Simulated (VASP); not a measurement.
Here is a VASP 6.6.1 calculation.

File INCAR:

```
SYSTEM = Sn2TeAs2
ALGO = Normal
EDIFF = 1E-7
ENCUT = 520
GGA = PE
ISIF = 2
ISMEAR = 0
LASPH = .TRUE.
LCHARG = .FALSE.
LREAL = .FALSE.
LWAVE = .FALSE.
NBANDS = 30
NELM = 80
PREC = Accurate
SIGMA = 0.1
```

KPOINTS

```
k-points
0
G
  10 10 10
  0 0 0
```

File POSCAR:

```
Sn2TeAs2
1.0
   -2.5689333459      2.5689333459      5.0363643825
    2.5689333459     -2.5689333459      5.0363643825
    2.5689333459      2.5689333459     -5.0363643825
Sn Te As
2 1 2
Direct
    0.3568086259      0.3568086259      0.0000000000
    0.6431913741      0.6431913741      0.0000000000
    0.0000000000      0.0000000000      0.0000000000
    0.7500000000      0.2500000000      0.5000000000
    0.2500000000      0.7500000000      0.5000000000
```

Potentials or basis: VASP PAW PBE potentials, release 64 (Sn_d, Te, As).

Launch:

```sh
$ cat potpaw_PBE.64/Sn_d/POTCAR potpaw_PBE.64/Te/POTCAR potpaw_PBE.64/As/POTCAR > POTCAR
$ mpirun -np 1 vasp_std > vasp.out
```

**Question.** Predict the largest force.

**Answer.** 0.008 eV/Å.

**Question.** What does it give for the band gap on the k mesh?

**Answer.** Zero (bands 22 and 23 overlap by 1.76 eV).

Forces on the atoms (eV/Å):
```
Sn   0.000  0.000  0.008
Sn   0.000  0.000 -0.008
Te   0.000  0.000  0.000
As   0.000  0.000  0.000
As   0.000  0.000  0.000
```

Caveat: spin-orbit coupling is left out, which moves the levels of the heavy elements.
